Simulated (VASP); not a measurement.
# C (P6_3/mmc) in VASP: notebook, part 2 of 2

VASP 6.6.1.

## (3) Phonons, PBE+D3(BJ)

This run uses another cell than the first one, of 6.95 Å³/atom, 0.801 times its volume.

Contents of INCAR:

```
SYSTEM = C
  ALGO = Normal
  EDIFF = 1E-8
  ENCUT = 520
  GGA = PE
  IBRION = 6
  ISIF = 2
  ISMEAR = -1
  IVDW = 12
  LASPH = .TRUE.
  LCHARG = .TRUE.
  LREAL = .FALSE.
  LWAVE = .FALSE.
  NBANDS = 16
  NELM = 100
  NFREE = 2
  NSW = 1
  POTIM = 0.015
  PREC = Accurate
  SIGMA = 0.15
```

Contents of KPOINTS:

```
k-points
0
G
  18 18 8
  0 0 0
```

Contents of POSCAR:

```
C
1.0
    2.4293483234      0.0000000000      0.0000000000
   -1.2146741617      2.1038773627      0.0000000000
    0.0000000000      0.0000000000      5.4427911403
C
4
Direct
    0.0000000000      0.0000000000      0.0025000000
    0.0000000000      0.0000000000      0.5025000000
    0.3333333333      0.6666666667      0.0025000000
    0.6666666667      0.3333333333      0.5025000000
```

Potentials or basis: VASP PAW PBE potentials, release 64 (C).

The run is started by

```sh
$ cat potpaw_PBE.64/C/POTCAR > POTCAR
$ mpirun -np 1 vasp_std > vasp.out
```

OUTCAR:

```text
SYSTEM = C
   EDIFF = 1E-8
   ENCUT = 520
   GGA = PE
   IBRION = 6
   ISIF = 2
   ISMEAR = -1
   IVDW = 12
   LASPH = .TRUE.
   LREAL = .FALSE.
   NELM = 100
   NFREE = 2
   NSW = 1
   POTIM = 0.015
   PREC = Accurate
 IVDW          = 12

 ion  position               nearest neighbor table
   1  0.000  0.000  0.002-   3 1.40   3 1.40   3 1.40
   2  0.000  0.000  0.502-   4 1.40   4 1.40   4 1.40
   3  0.333  0.667  0.002-   1 1.40   1 1.40   1 1.40
   4  0.667  0.333  0.502-   2 1.40   2 1.40   2 1.40

  LATTYP: Found a hexagonal cell.
 ALAT       =     2.4293483234
 C/A-ratio  =     2.2404325835

  Lattice vectors:

 A1 = (   2.4293483234,   0.0000000000,   0.0000000000)
 A2 = (  -1.2146741617,   2.1038773627,   0.0000000000)
 A3 = (   0.0000000000,   0.0000000000,   5.4427911403)

Analysis of symmetry for initial positions (statically):
=====================================================================
 Subroutine PRICEL returns:
 Original cell was already a primitive cell.

 Routine SETGRP: Setting up the symmetry group for a
 hexagonal supercell.

 Subroutine GETGRP returns: Found 24 space group operations
 (whereof  6 operations were pure point group operations)
 out of a pool of 24 trial point group operations.

The static configuration has the point symmetry C_3v.
 The point group associated with its full space group is D_6h.

Analysis of symmetry for dynamics (positions and initial velocities):
=====================================================================
 Subroutine PRICEL returns:
 Original cell was already a primitive cell.

 Routine SETGRP: Setting up the symmetry group for a
 hexagonal supercell.

[... 492 lines left out ...]

 number of electron      15.9999998 magnetization

 Free energy of the ion-electron system (eV)
  ---------------------------------------------------
  ext. energy  EPLUGINS =         0.00000000
  ---------------------------------------------------
  free energy    TOTEN  =       -36.28418179 eV

  energy without entropy =      -36.27732561  energy(sigma->0) =      -36.28075370

 E-fermi :   7.0097     XC(G=0): -11.8614

 val. band max:        6.9863556998   @ k =   0.3333   0.3333   0.5000
 cond. band min:       7.0209861172   @ k =   0.3333   0.3333   0.3750
 fundamental gap:      0.0346304174
 Fermi energy:         7.0097177336

 k-point     1 :       0.0000    0.0000    0.0000
  band No.  band energies     occupation
      1     -13.4354      2.00000
      2     -12.1940      2.00000
      3      -2.9828      2.00000
      4       2.0004      2.00000
      5       4.0229      2.00000
      6       4.0229      2.00000
[... 433 lines left out ...]
      3      -5.7057      2.00000
      4      -4.9575      2.00000
      5      -0.4931      2.00000
      6      -0.0821      2.00000
[... 8 lines left out ...]
     15      21.9912      0.00000
     16      23.0219      0.00000

 [... further k-points ...]

------------------------ aborting loop because EDIFF is reached ----------------------------------------

 Edisp (eV)   -0.77272

 E8    (eV) :    -0.2232
[... 27 lines left out ...]
  FREE ENERGIE OF THE ION-ELECTRON SYSTEM (eV)
  ---------------------------------------------------
  free  energy   TOTEN  =       -37.0568973334 eV

  energy  without entropy=      -37.0500411531  energy(sigma->0) =      -37.05346924

 INTERNAL STRAIN TENSORS FROM DISPLACED ATOMS
 ============================================

 INTERNAL STRAIN TENSOR FOR ION    1 for displacements in x,y,z  (eV/Angst):
          X           Y           Z          XY          YZ          ZX
  --------------------------------------------------------------------------------
  x     0.00000    -0.00000     0.00000   -14.75263     0.00000     0.00000
  y   -14.75263    14.75263     0.00000     0.00000     0.00000     0.00000
  z     0.00000     0.00000    -0.00000     0.00000     0.00000     0.00000

 INTERNAL STRAIN TENSOR FOR ION    4 for displacements in x,y,z  (eV/Angst):
          X           Y           Z          XY          YZ          ZX
  --------------------------------------------------------------------------------
  x    -0.00000     0.00000    -0.00000   -15.40760     0.00000     0.00000
  y   -15.40760    15.40760     0.00000    -0.00000     0.00000     0.00000
  z     0.00000     0.00000    -0.00000     0.00000     0.00000    -0.00000

 Eigenvectors and eigenvalues of the dynamical matrix
 ----------------------------------------------------

   1 f  =   49.829552 THz   313.088311 2PiTHz 1662.134954 cm-1   206.078377 meV
             X         Y         Z           dx          dy          dz
      0.000000  0.000000  0.013607    -0.499987   -0.000003    0.000000
      0.000000  0.000000  2.735003    -0.499987   -0.000003    0.000000
     -0.000000  1.402585  0.013607     0.500013    0.000003   -0.000000
      1.214674  0.701292  2.735003     0.500013    0.000003    0.000000
[... 71 lines left out ...]
  12 f/i=    0.001299 THz     0.008165 2PiTHz    0.043346 cm-1     0.005374 meV
             X         Y         Z           dx          dy          dz
      0.000000  0.000000  0.013607     0.102347   -0.489426    0.000000
      0.000000  0.000000  2.735003     0.102347   -0.489426    0.000000
     -0.000000  1.402585  0.013607     0.102341   -0.489401    0.000000
      1.214674  0.701292  2.735003     0.102341   -0.489401    0.000000

 ELASTIC MODULI CONTR FROM IONIC RELAXATION (kBar)
 Direction    XX          YY          ZZ          XY          YZ          ZX
 --------------------------------------------------------------------------------
 XX        -487.9476    487.9476     -0.0000      0.0000      0.0000      0.0000
 YY         487.9476   -487.9476      0.0000     -0.0000      0.0000     -0.0000
 ZZ          -0.0000      0.0000     -0.0000     -0.0000      0.0000     -0.0000
 XY           0.0000     -0.0000     -0.0000   -487.9476      0.0000     -0.0000
 YZ           0.0000      0.0000      0.0000      0.0000      0.0000      0.0000
 ZX           0.0000     -0.0000     -0.0000     -0.0000      0.0000     -0.0000
 --------------------------------------------------------------------------------
```

OSZICAR:

```text
N       E                     dE             d eps       ncg     rms          rms(c)
DAV:   1     0.242820216370E+02    0.24282E+02   -0.82549E+03  5928   0.961E+02
DAV:   2    -0.367375594010E+02   -0.61020E+02   -0.55731E+02  8360   0.187E+02
DAV:   3    -0.387307709425E+02   -0.19932E+01   -0.19869E+01  7560   0.300E+01
[... 89 lines left out ...]
DAV:   3    -0.362841758307E+02    0.29306E-03   -0.71258E-04 10400   0.238E-01    0.380E-02
DAV:   4    -0.362841804682E+02   -0.46375E-05   -0.12364E-04 10600   0.808E-02    0.132E-02
DAV:   5    -0.362841817365E+02   -0.12683E-05   -0.21772E-06 10960   0.115E-02    0.299E-03
DAV:   6    -0.362841817790E+02   -0.42471E-07   -0.34013E-07 10624   0.476E-03    0.607E-04
DAV:   7    -0.362841817854E+02   -0.63833E-08   -0.25473E-08 10656   0.115E-03
   9 F= -.37056897E+02 E0= -.37053469E+02  d E =-.685618E-02
```

stdout:

```text
POSCAR found type information on POSCAR C
 POSCAR found :  1 types and       4 ions
 scaLAPACK will be used
 LDA part: xc-table for (Slater+PW92), standard interpolation
 POSCAR, INCAR and KPOINTS ok, starting setup
 FFT: planning ... GRIDC
 FFT: planning ... GRID_SOFT
 FFT: planning ... GRID
 WAVECAR not read
 entering main loop
 Found     4 degrees of freedom:
 Finite differences POTIM= 0.01500 DOF=   4
 bond charge predicted
 Finite differences progress:
 bond charge predicted
 Finite differences progress:
 bond charge predicted
 Finite differences progress:
 bond charge predicted
 Finite differences progress:
 bond charge predicted
 Finite differences progress:
 bond charge predicted
 Finite differences progress:
 bond charge predicted
 Finite differences progress:
 bond charge predicted
 Finite differences progress:
```

It took 7 min on 1 thread of Intel Xeon 6975P-C (Granite Rapids), shared host; peak memory 0.55 GiB.

What came out:

- Highest phonon frequency at Γ: 1662 cm⁻¹
- Dispersion energy per atom: -0.193 eV

Phonon frequencies in cm⁻¹ (negative: imaginary):
| q point | frequencies |
| --- | --- |
| (0.000, 0.000, 0.000) | 0 0 0 94 94 359 832 868 1636 1636 1662 1662 |

Caveat: the cell wasn't relaxed at this level first, which shifts response properties.
